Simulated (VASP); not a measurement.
**CdS (rocksalt type): relaxation of cell and atoms with PBE**

CdS (rocksalt type):

```
CELL_PARAMETERS angstrom
0.00000 2.52901 2.52901
2.52901 0.00000 2.52901
2.52901 2.52901 0.00000
ATOMIC_POSITIONS crystal
Cd 0.00000 0.00000 0.00000
S 0.50000 0.50000 0.50000
```

```
Program                : VASP 6.6.1
Task                   : relaxation of cell and atoms
Functional             : PBE
Potentials or basis    : VASP PAW PBE potentials, release 64 (Cd, S)
Cutoff                 : 600 eV
k mesh                 : 14 × 14 × 14
Occupations            : fermi-dirac, width 0.08 eV
Spin                   : no spin polarisation
Target pressure        : 32 GPa
Dipole correction      : no
Further INCAR settings : ALGO = Normal; EDIFF = 1e-06; IBRION = 2; EDIFFG = -0.005; NSW = 60; ISIF = 3
```

| Quantity | Value |
| --- | --- |
| Relaxed volume | 16.27 Å³/atom |
| Relaxed cell | a = 3.584 Å, b = 3.584 Å, c = 3.584 Å, α = 60.00°, β = 60.00°, γ = 60.00° |
| Space group after relaxing (to 0.1 Å) | Fm-3m (No. 225) |
| Energy change on relaxing (the run minimises the enthalpy) | -20.0 meV/atom |
| Ionic steps | 3 |
| Pressure after relaxing | 32.0 GPa |

The path:
```csv
step,energy change (eV),largest force (eV/Å),pressure (GPa),volume (Å³)
1,0.0000,0.0000,33.24,32.35
2,-0.1158,0.0000,29.56,32.94
3,-0.0401,0.0000,32.01,32.55
```

Final structure:
```xyz
2
Lattice="0.0000 2.5341 2.5341 2.5341 0.0000 2.5341 2.5341 2.5341 0.0000" Properties=species:S:1:pos:R:3 pbc="T T T"
Cd    0.0000    0.0000    0.0000
S     2.5341    2.5341    2.5341
```

Levels at points of the mesh, in eV from the Fermi level:
```
           k point  band 5  band 6  band 7  band 8  band 9  band 10  band 11  band 12  band 13
(0.00, 0.00, 0.00)   -8.65   -8.65   -1.61   -1.61   -1.61     1.86     8.94     8.94     8.94
(0.50, 0.00, 0.00)   -8.25   -8.25   -6.21   -0.23   -0.23     2.91     5.34     5.34     8.69
(0.50, 0.50, 0.00)   -8.13   -6.88   -6.31   -3.51   -3.51    -0.11     5.36    11.17    12.83
```

Run time: 120 s on 1 thread of Intel(R) Xeon(R) Platinum 8259CL CPU @ 2.50GHz (Skylake/Cascade Lake), with other jobs on the host, peak memory 0.22 GiB.

Caveat: the cell is relaxed towards a set pressure, so the run minimises the enthalpy, not the energy.
